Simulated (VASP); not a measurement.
Set up this calculation in VASP 6.6.1, as the native input.

```yaml
Task: single point
Functional: PBE0
Potentials_or_basis: VASP PAW PBE potentials, release 64 (As)
Cutoff: 520 eV
k_mesh: 4 × 4 × 4
Occupations: fermi-dirac, width 0.05 eV
Spin: no spin polarisation
Dipole_correction: no
Grid_for_exact_exchange_PRECFOCK: Normal
Further_INCAR_settings: ALGO = Normal; EDIFF = 1e-06; NBANDS = 12
```

As:

```
As
1.0
     1.90555    1.10017    3.56030
    -1.90555    1.10017    3.56030
     0.00000   -2.20034    3.56030
As
2
Direct
  0.22600 0.22600 0.22600
  0.77400 0.77400 0.77400
```

The input as run:

POSCAR

```
As
1.0
    1.9055470646      1.1001681106      3.5603049553
   -1.9055470646      1.1001681106      3.5603049553
    0.0000000000     -2.2003362214      3.5603049553
As
2
Direct
    0.2260000000      0.2260000000      0.2260000000
    0.7740000000      0.7740000000      0.7740000000
```

INCAR.step1

```
PREC = Accurate
ENCUT = 520
EDIFF = 1E-5
ISMEAR = -1
SIGMA = 0.05
LREAL = F
LASPH = T
NELM = 60
ALGO = Normal
ISIF = 2
LWAVE = T
LCHARG = F
GGA = PE
NBANDS = 12
```

INCAR.step2

```
PREC = Accurate
ENCUT = 520
EDIFF = 1E-6
ISMEAR = -1
SIGMA = 0.05
LREAL = F
LASPH = T
NELM = 60
ALGO = Normal
ISIF = 2
LWAVE = F
LCHARG = F
GGA = PE
LHFCALC = T
AEXX = 0.25
PRECFOCK = Normal
ISTART = 1
NBANDS = 12
```

KPOINTS

```
Automatic mesh
0
Gamma
  4 4 4
```

Potentials or basis: VASP PAW PBE potentials, release 64 (As).

Command:

```console
$ cat potpaw_PBE.64/As/POTCAR > POTCAR
$ cp INCAR.step1 INCAR
$ mpirun -np 1 vasp_std > vasp.out
$ cp INCAR.step2 INCAR
$ mpirun -np 1 vasp_std > vasp.out
```

It gave:

```json
{
 "Pressure": "-2.6 GPa",
 "Largest force": "0.448 eV/Å",
 "Band gap on the k mesh": "1.14 eV, indirect (least direct gap 1.17 eV)"
}
```

Caveat: the k points lie up to 0.50 Å⁻¹ apart; the PAW data sets were made with another functional, which shifts forces and pressure a little.

Wall time 4.1 min on 1 thread of AMD EPYC 7R13 Processor (Zen 3) (shared host), peak memory 0.15 GiB.
